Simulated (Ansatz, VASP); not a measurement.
CuI: VASP beside Ansatz

```
Cu I
1.0
     7.51457    0.00000    0.00000
     0.00000    7.51457    0.00000
     0.00000    0.00000    7.51457
Cu I
6 6
Direct
  0.75000 0.50000 0.00000
  0.50000 0.00000 0.75000
  0.00000 0.75000 0.50000
  0.00000 0.25000 0.50000
  0.25000 0.50000 0.00000
  0.50000 0.00000 0.25000
  0.50000 0.75000 0.00000
  0.75000 0.00000 0.50000
  0.00000 0.50000 0.75000
  0.25000 0.00000 0.50000
  0.00000 0.50000 0.25000
  0.50000 0.25000 0.00000
```

Alike in both runs: task single point; functional PBE; k mesh 2 × 2 × 2; occupations gaussian, width 0.1 eV; no spin polarisation.

```csv
,VASP,Ansatz
version,VASP 6.6.1,Ansatz 0.2.0
potentials or method,"VASP PAW PBE potentials, release 64 (Cu, I), cutoff 520 eV","scalar-relativistic, plane waves, PAW"
valence electrons in the cell,108,216
```

Ansatz gave:

- gap on the k mesh at the Fermi level (eV): 1.20
- least direct gap on the mesh (eV): 1.20
- pressure (GPa): 0.1

**Question.** What did VASP give for the same quantities?

**Answer.** gap on the k mesh at the Fermi level (eV): 1.21; least direct gap on the mesh (eV): 1.21; pressure (GPa): 0.1.

VASP's potentials hold 108 valence electrons a cell and Ansatz's 216, so a difference there can come from the potentials and not from the codes.

Spin-orbit coupling is off throughout.
